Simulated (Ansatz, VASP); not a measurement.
Si2W in VASP and in Ansatz

```
Si W
1.0
    -1.61454    1.61454    3.93359
     1.61454   -1.61454    3.93359
     1.61454    1.61454   -3.93359
Si W
2 1
Direct
  0.33459 0.33459 0.00000
  0.66541 0.66541 0.00000
  0.00000 0.00000 0.00000
```

Alike in both runs: functional PBE; k mesh 18 × 18 × 18; occupations gaussian, width 0.1 eV; no spin polarisation.

Ansatz relaxed the structure, and its values are those at the end. VASP's run is a single point on that final structure, the one shown.

|  | VASP | Ansatz |
| --- | --- | --- |
| version | VASP 6.6.1 | Ansatz 0.2.0 |
| potentials or method | VASP PAW PBE potentials, release 64 (Si, W_sv), cutoff 500 eV | scalar-relativistic, all-electron LAPW |

```csv
,VASP,Ansatz,Ansatz less VASP
gap on the k mesh at the Fermi level (eV),none,none,-
pressure (GPa),0.1,0.0,-0.07
```

A gap of «none» marks a metal or a gap that the smearing closes. Ansatz ran all-electron here, and VASP with PAW potentials.

Spin-orbit coupling is off throughout.
